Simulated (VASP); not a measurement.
# Ag3Cl: single point with PBE

The system is Ag3Cl.

```
Ag Cl
1.0
     4.25508    0.00000    0.00000
     0.00000    4.25508    0.00000
     0.00000    0.00000    4.25508
Ag Cl
3 1
Direct
  0.00000 0.50000 0.50000
  0.50000 0.00000 0.50000
  0.50000 0.50000 0.00000
  0.00000 0.00000 0.00000
```

* Program: VASP 6.6.1
* Task: single point
* Functional: PBE
* Potentials or basis: VASP PAW PBE potentials, release 64 (Ag, Cl)
* Cutoff: 520 eV
* k mesh: 12 × 12 × 12
* Occupations: gaussian, width 0.1 eV
* Spin: no spin polarisation
* Dipole correction: no
* Further INCAR settings: ALGO = Normal; EDIFF = 1e-07; NBANDS = 28

| Item | Value |
| --- | --- |
| Pressure | -0.1 GPa |
| Band gap on the k mesh | zero (bands 20 and 21 overlap by 0.11 eV) |

Levels at points of the mesh, in eV from the Fermi level:
```tsv
k point	band 17	band 18	band 19	band 20	band 21	band 22	band 23	band 24
(0.00, 0.00, 0.00)	-2.61	-2.42	-2.42	-2.42	4.74	4.74	4.74	4.90
(0.50, 0.00, 0.00)	-2.41	-2.12	-2.12	-1.12	0.49	4.65	4.65	5.74
(0.50, 0.50, 0.00)	-2.35	-2.35	-1.70	-1.63	2.39	2.78	2.78	6.73
(0.50, 0.50, 0.50)	-2.58	-2.58	-2.58	0.17	2.36	2.36	2.36	5.51
```

Run time: 2.2 min on 1 thread of Intel(R) Xeon(R) Platinum 8259CL CPU @ 2.50GHz (Skylake/Cascade Lake) (shared host), peak memory 0.28 GiB.
